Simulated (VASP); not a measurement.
Input of a VASP 6.6.1 run:

POSCAR

```
Pb
1.0
   -1.9529041306      1.9529041306      1.9529041306
    1.9529041306     -1.9529041306      1.9529041306
    1.9529041306      1.9529041306     -1.9529041306
Pb
1
Direct
    0.0000000000      0.0000000000      0.0000000000
```

The input INCAR.step1:

```
SYSTEM = Pb
  ALGO = Normal
  EDIFF = 1E-4
  ENCUT = 520
  GGA = PE
  ISMEAR = -1
  LASPH = .TRUE.
  LCHARG = .FALSE.
  LREAL = .FALSE.
  LWAVE = .TRUE.
  NBANDS = 13
  NELM = 80
  PREC = Accurate
  SIGMA = 0.05
```

The input INCAR.step2:

```
SYSTEM = Pb
  ALGO = Normal
  EDIFF = 1E-6
  ENCUT = 520
  ISIF = 2
  ISMEAR = -1
  ISTART = 1
  LASPH = .TRUE.
  LCHARG = .TRUE.
  LELF = .TRUE.
  LMIXTAU = .TRUE.
  LREAL = .FALSE.
  LVHAR = .TRUE.
  LWAVE = .FALSE.
  METAGGA = R2SCAN
  NBANDS = 13
  NELM = 80
  PREC = Accurate
  SIGMA = 0.05
```

The input KPOINTS:

```
k-points
0
G
  9 9 9
  0 0 0
```

Potentials or basis: VASP PAW PBE potentials, release 64 (Pb_d).

Command:

```console
$ cat potpaw_PBE.64/Pb_d/POTCAR > POTCAR
$ cp INCAR.step1 INCAR
$ mpirun -np 1 vasp_std > vasp.out
$ cp INCAR.step2 INCAR
$ mpirun -np 1 vasp_std > vasp.out
```

Predict the pressure.

1.5 GPa.

Estimate the band gap on the k mesh.

zero (bands 7 and 8 overlap by 10.30 eV).

Caveat: the PAW data sets were made with another functional, which shifts forces and pressure a little; spin-orbit coupling is left out, which moves the levels of the heavy elements.
